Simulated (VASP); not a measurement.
Crystal: CaBe2O3.

```xyz
6
Lattice="2.0972 -4.4370 0.0000 2.0972 4.4370 0.0000 0.0000 0.0000 3.3027" Properties=species:S:1:pos:R:3 pbc="T T T"
Ca    0.0000    0.0000    0.0000
Be    2.0972   -1.3752    1.6513
Be    2.0972    1.3752    1.6513
O     2.0972    3.1468    1.6513
O     2.0972   -3.1468    1.6513
O     2.0972    0.0000    0.0000
```

```yaml
Program: VASP 6.6.1
Task: relaxation of cell and atoms
Functional: PBE
Potentials_or_basis: VASP PAW PBE potentials, release 64 (Ca_sv, Be, O)
Cutoff: 600 eV
k_mesh: 4 × 4 × 6
Occupations: gaussian, width 0.1 eV
Spin: no spin polarisation
```

At the start: pressure 4.3 GPa; volume 10.24 Å³/atom.

Task: Where does the relaxation end?

Result: Over 18 steps the energy falls by 313.1 meV/atom and the volume is 10.64 Å³/atom (+3.9 %); space group Cmmm (No. 65, to 0.05 Å).

The path:
```tsv
step	energy change (eV)	largest force (eV/Å)	pressure (GPa)	volume (Å³)
1	0.0000	5.8018	4.32	61.46
2	-1.1970	3.4251	5.36	63.86
3	-1.5135	0.3892	0.86	63.17
4	-1.5152	0.2456	1.02	63.21
5	-1.5149	0.3324	1.15	63.25
6	-1.6173	0.2659	-1.30	64.02
7	-1.7196	0.1740	-4.43	65.36
8	-1.7441	0.1791	-6.91	67.55
9	-1.7533	0.1417	-6.28	66.65
10	-1.8218	0.6099	-2.62	65.18
11	-1.8350	0.9285	-0.18	64.33
12	-1.8637	0.3891	0.41	63.51
13	-1.8637	0.4146	0.46	63.48
14	-1.8745	0.2024	0.44	63.42
15	-1.8773	0.0382	0.45	63.36
16	-1.8779	0.0206	0.27	63.54
17	-1.8781	0.0643	0.09	63.71
18	-1.8783	0.0092	-0.20	63.86
```

Final structure:
```
Ca Be O
1.0
     2.47563   -4.23254    0.00000
     2.47563    4.23254    0.00000
     0.00000    0.00000    3.04746
Ca Be O
1 2 3
Direct
  0.00000 0.00000 0.00000
  0.64433 0.35567 0.50000
  0.35567 0.64433 0.50000
  0.18378 0.81622 0.50000
  0.81622 0.18378 0.50000
  0.50000 0.50000 0.00000
```
